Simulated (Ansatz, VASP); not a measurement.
Te2Mo in VASP and in Ansatz

File INCAR:

```
SYSTEM = Te2Mo
  PREC = Accurate
  ENCUT = 520
  EDIFF = 1E-6
  ISMEAR = 0
  SIGMA = 0.05
  LREAL = .FALSE.
  LASPH = .TRUE.
  NELM = 100
  ALGO = Normal
  ISIF = 2
  LWAVE = .FALSE.
  LCHARG = .FALSE.
  GGA = PE
  IVDW = 12
  NBANDS = 20
```

KPOINTS

```
Automatic mesh
0
G
  9 9 4
  0 0 0
```

The input POSCAR:

```
Te2Mo
1.0
    3.5767703199      0.0000000000      0.0000000000
   -1.7883851600      3.0975739605      0.0000000000
    0.0000000000      0.0000000000      7.2684879631
Te Mo
2 1
Direct
    0.3333333333      0.6666666667      0.7614144829
    0.3333333333      0.6666666667      0.2385855171
    0.0000000000      0.0000000000      0.0000000000
```

Input for Ansatz:

```yaml
crystal:
  lattice:
    - [3.5767703199, 0.0, 0.0]
    - [-1.78838516, 3.0975739605, 0.0]
    - [0.0, 0.0, 7.2684879631]
  atoms:
    - { symbol: Te, position: [0.3333333333, 0.6666666667, 0.7614144829] }
    - { symbol: Te, position: [0.3333333333, 0.6666666667, 0.2385855171] }
    - { symbol: Mo, position: [0.0, 0.0, 0.0] }
basis:
  ecutwfc: 420
kpoints:
  mp_grid: { grid: [9, 9, 4] }
hamiltonian:
  xc: pbe
  dispersion: d3bj
scf:
  occupations: { method: gaussian, width: 0.05 }
output:
  forces: true
  stress: true
  eigenvalues: true
```

Change from the starting cell: mode 5 frozen in at +0.000 Å, strain +e along z and -e/2 along x and y -0.0467.

Alike in both runs: task single point; functional PBE; dispersion D3(BJ); k mesh 9 × 9 × 4; occupations gaussian, width 0.05 eV; no spin polarisation.

|  | VASP | Ansatz |
| --- | --- | --- |
| version | VASP 6.6.1 | Ansatz 0.2.0 |
| potentials or method | VASP PAW PBE potentials, release 64 (Te, Mo_sv), cutoff 520 eV | scalar-relativistic, plane waves, PAW |
| valence electrons in the cell | 26 | 46 |

VASP gave:

| Quantity | Value |
| --- | --- |
| gap on the k mesh at the Fermi level (eV) | 0.59 |
| least direct gap on the mesh (eV) | 0.91 |
| pressure (GPa) | 1.5 |
| traceless stress, the component that is largest in VASP (GPa) | 5.11 |
| rms of the force components (eV/Å) | 0.332 |

**Question.** What did Ansatz give for the same quantities?

**Answer.** gap on the k mesh at the Fermi level (eV): 0.61; least direct gap on the mesh (eV): 0.91; pressure (GPa): 1.5; traceless stress, the component that is largest in VASP (GPa): 5.04; rms of the force components (eV/Å): 0.324.

Atom by atom the forces differ by 0.009 eV/Å (rms over components). VASP's potentials hold 26 valence electrons a cell and Ansatz's 46, so a difference there can come from the potentials and not from the codes.

Neither program's run includes spin-orbit coupling.
